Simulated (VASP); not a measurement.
A run of VASP 6.6.1 is set up as follows.

File INCAR:

```
ALGO = Normal
EDIFF = 1E-7
ENCUT = 520
GGA = PE
ISIF = 2
ISMEAR = 0
LASPH = True
LCHARG = False
LDAU = True
LDAUJ = 0 0 0
LDAUL = -1 2 -1
LDAUPRINT = 1
LDAUTYPE = 2
LDAUU = 0 4 0
LMAXMIX = 4
LREAL = False
LWAVE = False
NBANDS = 28
NELM = 150
PREC = Accurate
SIGMA = 0.05
```

Contents of KPOINTS:

```
k-points
0
Gamma
  6 6 6
```

Contents of POSCAR:

```
BaTiO3
1.0
    4.0082194746      0.0000000000      0.0000000000
    0.0000000000      2.9307471015      2.8859183788
    0.0000000000     -2.9307471015      2.8859183788
Ba Ti O
1 1 3
Direct
    0.0000000000      0.0080771845      0.0080771845
    0.5000000000      0.5197092871      0.5197092871
    0.0000000000      0.4916268390      0.4916268390
    0.5000000000      0.4938075372      0.9829991522
    0.5000000000      0.9829991522      0.4938075372
```

Potentials or basis: VASP PAW PBE potentials, release 64 (Ba_sv, Ti_sv, O).

Run with:

```bash
$ cat potpaw_PBE.64/Ba_sv/POTCAR potpaw_PBE.64/Ti_sv/POTCAR potpaw_PBE.64/O/POTCAR > POTCAR
$ mpirun -np 1 vasp_std > vasp.out
```

Predict the band gap on the k mesh.

2.45 eV, indirect (least direct gap 2.92 eV).

What does it give for the pressure?

0.2 GPa.

Predict the largest force.

0.339 eV/Å.

Eigenvalues of the final occupation matrices:
```
    site  spin  trace               eigenvalues
site 2 d     1   0.79  0.11 0.11 0.11 0.23 0.23
site 2 d     2   0.79  0.11 0.11 0.11 0.23 0.23
```

Caveat: the cell differs from its parent crystal (strain +0.0200 x Voigt [0, 1, 0, 0, 0, 0]); spin-orbit coupling is left out, which moves the levels of the heavy elements. A k mesh can miss the band edges.
